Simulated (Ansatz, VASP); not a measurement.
BaS: VASP beside Ansatz

```
Ba S
1.0
    -0.35263    3.36950    3.36950
     3.36950   -0.35263    3.36950
     3.36950    3.36950   -0.35263
Ba S
1 1
Direct
  0.98786 0.98786 0.98786
  0.26214 0.26214 0.26214
```

Change from the starting cell: epitaxial_111 strain +5.8%.

Alike in both runs: task single point; functional HSE06; k mesh 4 × 4 × 4; no spin polarisation.

|  | VASP | Ansatz |
| --- | --- | --- |
| version | VASP 6.6.1 | Ansatz 0.2.0 |
| potentials or method | VASP PAW PBE potentials, release 64 (Ba_sv, S) | plane waves, PAW |
| plane-wave cutoff (eV) | 520 | 420 |
| occupations | gaussian, width 0.01 eV | fixed |
| valence electrons in the cell | 16 | 16 |

Ansatz gave:

| Item | Value |
| --- | --- |
| gap on the k mesh at the Fermi level (eV) | 3.54 |
| pressure (GPa) | -1.3 |
| traceless stress, the component that is largest in VASP (GPa) | 0.61 |
| rms of the force components (eV/Å) | 0.025 |

Problem. Which values does VASP return?

Solution. gap on the k mesh at the Fermi level (eV): 3.54; pressure (GPa): -0.9; traceless stress, the component that is largest in VASP (GPa): 0.61; rms of the force components (eV/Å): 0.010.

Atom by atom the forces differ by 0.015 eV/Å (rms over components). Ansatz's warnings: stress exchange threshold loose, stress scf threshold loose.

Neither program's run includes spin-orbit coupling.
